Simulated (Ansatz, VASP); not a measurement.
# SiN in VASP and in Ansatz

Contents of INCAR:

```
SYSTEM = SiN
ALGO = Normal
EDIFF = 1E-6
EDIFFG = -0.01
ENCUT = 600
GGA = PE
IBRION = 2
ISIF = 3
ISMEAR = 0
LASPH = .True.
LCHARG = .False.
LREAL = .False.
LWAVE = .False.
NELM = 100
NSW = 100
PREC = Accurate
SIGMA = 0.1
```

KPOINTS

```
k-points
0
Gamma
  26 26 26
  0 0 0
```

Contents of POSCAR:

```
SiN
1.0
   -1.4686953991      1.4686953991      2.3173308989
    1.4686953991     -1.4686953991      2.3173308989
    1.4686953991      1.4686953991     -2.3173308989
Si N
1 1
Direct
    0.0115154910      0.0115154910      0.0000000000
    0.4164845090      0.4164845090      0.0000000000
```

Input for Ansatz:

```yaml
crystal:
  lattice:
    - [-1.4686953991, 1.4686953991, 2.3173308989]
    - [1.4686953991, -1.4686953991, 2.3173308989]
    - [1.4686953991, 1.4686953991, -2.3173308989]
  atoms:
    - { symbol: Si, position: [0.011515491, 0.011515491, 0.0] }
    - { symbol: "N", position: [0.416484509, 0.416484509, 0.0] }
basis:
  ecutwfc: 420
kpoints:
  mp_grid: { grid: [26, 26, 26] }
hamiltonian:
  xc: pbe
scf:
  occupations: { method: gaussian, width: 0.1 }
output:
  forces: true
  stress: true
  eigenvalues: true
  write_density: true
  write_potential: true
  elf: true
  volumetric_format: npy
relax:
  adjacent_minimum: "off"
  f_tol: 0.01
  max_steps: 80
  cell: { stress_tol: 0.05 }
```

Change from the starting cell: species swapped into the SnP type (I4mm, No. 107).

Alike in both runs: task relaxation of cell and atoms; functional PBE; k mesh 26 × 26 × 26; occupations gaussian, width 0.1 eV; no spin polarisation.

|  | VASP | Ansatz |
| --- | --- | --- |
| version | VASP 6.6.1 | Ansatz 0.2.0 |
| potentials or method | VASP PAW PBE potentials, release 64 (Si, N), cutoff 600 eV | scalar-relativistic, plane waves, PAW |
| valence electrons in the cell | 9 | 9 |

Ansatz gave:

```
gap on the k mesh at the Fermi level, each at its own relaxed structure (eV) : none
relaxed volume (Å³/atom)                                                     : 9.99
relaxed length of the cell vector where the two differ most in proportion (Å)              : 3.105
```

Question: Which values does VASP return?

Answer: gap on the k mesh at the Fermi level, each at its own relaxed structure (eV): none; relaxed volume (Å³/atom): 9.98; relaxed length of the cell vector where the two differ most in proportion (Å): 3.104.

A gap of «none» marks a metal or a gap that the smearing closes.
